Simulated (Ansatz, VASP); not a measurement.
# LiNbO3: VASP beside Ansatz

The input INCAR:

```
SYSTEM = LiNbO3
PREC = Accurate
ENCUT = 520
EDIFF = 1E-6
ISMEAR = 0
SIGMA = 0.05
LREAL = .FALSE.
LASPH = .TRUE.
NELM = 60
ALGO = Normal
ISIF = 2
LWAVE = .FALSE.
LCHARG = .TRUE.
GGA = PE
LELF = .TRUE.
LVHAR = .TRUE.
NBANDS = 45
```

The input KPOINTS:

```
Automatic mesh
0
G
  6 6 6
  0 0 0
```

File POSCAR:

```
LiNbO3
1.0
    2.6219104720      1.5137607168      4.3567412343
   -2.6219104720      1.5137607168      4.3567412343
    0.0000000000     -3.0275214336      4.3567412343
Li Nb O
2 2 6
Direct
    0.2815913687      0.2815913687      0.2815913687
    0.7815913687      0.7815913687      0.7815913687
    0.0004900497      0.0004900497      0.0004900497
    0.5004900497      0.5004900497      0.5004900497
    0.1104619503      0.3580262714      0.7211003599
    0.7211003599      0.1104619503      0.3580262714
    0.3580262714      0.7211003599      0.1104619503
    0.2211003599      0.8580262714      0.6104619503
    0.8580262714      0.6104619503      0.2211003599
    0.6104619503      0.2211003599      0.8580262714
```

Input for Ansatz:

```yaml
crystal:
  lattice:
    - [2.621910472, 1.5137607168, 4.3567412343]
    - [-2.621910472, 1.5137607168, 4.3567412343]
    - [0.0, -3.0275214336, 4.3567412343]
  atoms:
    - { symbol: Li, position: [0.2815913687, 0.2815913687, 0.2815913687] }
    - { symbol: Li, position: [0.7815913687, 0.7815913687, 0.7815913687] }
    - { symbol: Nb, position: [0.0004900497, 0.0004900497, 0.0004900497] }
    - { symbol: Nb, position: [0.5004900497, 0.5004900497, 0.5004900497] }
    - { symbol: O, position: [0.1104619503, 0.3580262714, 0.7211003599] }
    - { symbol: O, position: [0.7211003599, 0.1104619503, 0.3580262714] }
    - { symbol: O, position: [0.3580262714, 0.7211003599, 0.1104619503] }
    - { symbol: O, position: [0.2211003599, 0.8580262714, 0.6104619503] }
    - { symbol: O, position: [0.8580262714, 0.6104619503, 0.2211003599] }
    - { symbol: O, position: [0.6104619503, 0.2211003599, 0.8580262714] }
basis:
  ecutwfc: 520.0
kpoints:
  mp_grid: { grid: [6, 6, 6] }
hamiltonian:
  xc: pbe
  pseudopotentials: { kind: paw, azcp: { folder: soft_1 } }
scf:
  occupations: { method: gaussian, width: 0.05 }
output:
  forces: true
  stress: true
  eigenvalues: true
```

Alike in both runs: task single point; functional PBE; k mesh 6 × 6 × 6; occupations gaussian, width 0.05 eV; no spin polarisation.

|  | VASP | Ansatz |
| --- | --- | --- |
| version | VASP 6.6.1 | Ansatz 0.2.0 |
| potentials or method | VASP PAW PBE potentials, release 64 (Li_sv, Nb_sv, O), cutoff 520 eV | scalar-relativistic, plane waves, PAW |
| valence electrons in the cell | 68 | 68 |

VASP gave:

| Quantity | Value |
| --- | --- |
| gap on the k mesh at the Fermi level (eV) | 3.65 |
| least direct gap on the mesh (eV) | 3.70 |
| rms of the force components (eV/Å) | 0.184 |

Q: Estimate Ansatz's values.

A: gap on the k mesh at the Fermi level (eV): 3.66; least direct gap on the mesh (eV): 3.72; rms of the force components (eV/Å): 0.182.

Atom by atom the forces differ by 0.013 eV/Å (rms over components). With one functional, cell and mesh, what is left measures potentials, basis and numerics.

Noted on VASP's run: the cutoff is under 1.25 times that of the potentials, so the pressure is a little rough.
